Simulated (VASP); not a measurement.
Write the native input for VASP 6.6.1 that does the following.

```yaml
Task: single point
Functional: PBE
Potentials_or_basis: VASP PAW PBE potentials, release 64 (Sn_d)
Cutoff: 520 eV
k_mesh: 17 × 17 × 17
Occupations: fermi-dirac, width 0.1 eV
Spin: no spin polarisation
Dipole_correction: no
Further_INCAR_settings: ALGO = Normal; EDIFF = 1e-07; NBANDS = 13
```

The structure of Sn lies in POSCAR:

```
Sn
1.0
    3.0837342635      0.0000000000      0.0000000000
    0.0000000000      3.0837342635      0.0000000000
    0.0000000000      0.0000000000      3.0837342635
Sn
1
Direct
    0.0000000000      0.0000000000      0.0000000000
```

This isn't the form of Sn at room conditions, which is tetragonal (white tin).

These files were run (other wordings do the same):

INCAR

```
SYSTEM = Sn
PREC = Accurate
ENCUT = 520
EDIFF = 1E-7
ISMEAR = -1
SIGMA = 0.1
LREAL = .FALSE.
LASPH = .TRUE.
NELM = 60
ALGO = Normal
ISIF = 2
LWAVE = .FALSE.
LCHARG = .FALSE.
GGA = PE
NBANDS = 13
```

KPOINTS

```
regular mesh
0
G
  17 17 17
  0 0 0
```

Potentials or basis: VASP PAW PBE potentials, release 64 (Sn_d).

Command:

```bash
$ cat potpaw_PBE.64/Sn_d/POTCAR > POTCAR
$ mpirun -np 1 vasp_std > vasp.out
```

It gave:

```json
{
 "Pressure": "0.2 GPa",
 "Band gap on the k mesh": "zero (bands 7 and 8 overlap by 7.25 eV)"
}
```

Caveat: spin-orbit coupling is left out, which moves the levels of the heavy elements.

Wall time 56 s on 1 thread of Intel Xeon 8259CL, with other jobs on the host, peak memory 0.18 GiB.
